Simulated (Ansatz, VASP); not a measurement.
# Two plane-wave programs on Be4TeAs2

Contents of INCAR:

```
SYSTEM = Be4TeAs2
PREC = Accurate ; ENCUT = 520
EDIFF = 1E-7 ; ISMEAR = 0
SIGMA = 0.1 ; LREAL = .False.
LASPH = .True. ; NELM = 80
ALGO = Normal ; ISIF = 2
LWAVE = .False. ; LCHARG = .False.
GGA = PE ; NBANDS = 21
```

The input KPOINTS:

```
Automatic mesh
0
Gamma
  6 6 4
  0 0 0
```

Contents of POSCAR:

```
Be4TeAs2
1.0
    4.1917251600      0.0000000000      0.0000000000
   -2.0958625800      3.6301404700      0.0000000000
    0.0000000000      0.0000000000      4.8222484500
Be Te As
4 1 2
Direct
    0.3333333300      0.6666666700      0.4056567700
    0.6666666700      0.3333333300      0.4056567700
    0.6666666700      0.3333333300      0.5943432300
    0.3333333300      0.6666666700      0.5943432300
    0.0000000000      0.0000000000      0.5000000000
    0.3333333300      0.6666666700      0.0000000000
    0.6666666700      0.3333333300      0.0000000000
```

Input for Ansatz:

```yaml
crystal:
  lattice:
    - [4.19172516, 0.0, 0.0]
    - [-2.09586258, 3.63014047, 0.0]
    - [0.0, 0.0, 4.82224845]
  atoms:
    - { symbol: Be, position: [0.33333333, 0.66666667, 0.40565677] }
    - { symbol: Be, position: [0.66666667, 0.33333333, 0.40565677] }
    - { symbol: Be, position: [0.66666667, 0.33333333, 0.59434323] }
    - { symbol: Be, position: [0.33333333, 0.66666667, 0.59434323] }
    - { symbol: Te, position: [0.0, 0.0, 0.5] }
    - { symbol: As, position: [0.33333333, 0.66666667, 0.0] }
    - { symbol: As, position: [0.66666667, 0.33333333, 0.0] }
basis:
  ecutwfc: 420
kpoints:
  mp_grid: { grid: [6, 6, 4] }
hamiltonian:
  xc: pbe
scf:
  occupations: { method: gaussian, width: 0.1 }
  lower_state_search: "off"
output:
  forces: true
  stress: true
  eigenvalues: true
```

Alike in both runs: task single point; functional PBE; k mesh 6 × 6 × 4; occupations gaussian, width 0.1 eV; no spin polarisation.

|  | VASP | Ansatz |
| --- | --- | --- |
| version | VASP 6.6.1 | Ansatz 0.2.0 |
| potentials or method | VASP PAW PBE potentials, release 64 (Be, Te, As), cutoff 520 eV | scalar-relativistic, plane waves, PAW |
| valence electrons in the cell | 24 | 54 |

Ansatz gave:

| Item | Value |
| --- | --- |
| gap on the k mesh at the Fermi level (eV) | none |
| rms of the force components (eV/Å) | 18.274 |

Which values does VASP return?

gap on the k mesh at the Fermi level (eV): none; rms of the force components (eV/Å): 19.034.

Atom by atom the forces differ by 0.761 eV/Å (rms over components). A gap of «none» marks a metal or a gap that the smearing closes. With one functional, cell and mesh, what is left measures potentials, basis and numerics. VASP's potentials hold 24 valence electrons a cell and Ansatz's 54, so a difference there can come from the potentials and not from the codes.

Spin-orbit coupling is off throughout.
